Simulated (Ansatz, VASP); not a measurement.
# TiS2 in VASP and in Ansatz

```xyz
3
Lattice="3.3605 0.0000 0.0000 -1.6803 2.9103 0.0000 0.0000 0.0000 5.5201" Properties=species:S:1:pos:R:3 pbc="T T T"
Ti    0.0000    0.0000    0.0000
S     0.0000    1.9402    1.4279
S     1.6803    0.9701    4.0922
```

Alike in both runs: functional PBE; dispersion D3(BJ); k mesh 15 × 15 × 8; occupations gaussian, width 0.1 eV; no spin polarisation.

Ansatz relaxed the structure, and its values are those at the end. VASP's run is a single point on that final structure, the one shown.

|  | VASP | Ansatz |
| --- | --- | --- |
| version | VASP 6.6.1 | Ansatz 0.2.0 |
| potentials or method | VASP PAW PBE potentials, release 64 (Ti_sv, S), cutoff 500 eV | scalar-relativistic, plane waves, PAW |
| valence electrons in the cell | 24 | 24 |

```tsv
	VASP	Ansatz	Ansatz less VASP
gap on the k mesh at the Fermi level (eV)	none	none	-
pressure (GPa)	0.0	0.0	+0.02
```

A gap of «none» marks a metal or a gap that the smearing closes.
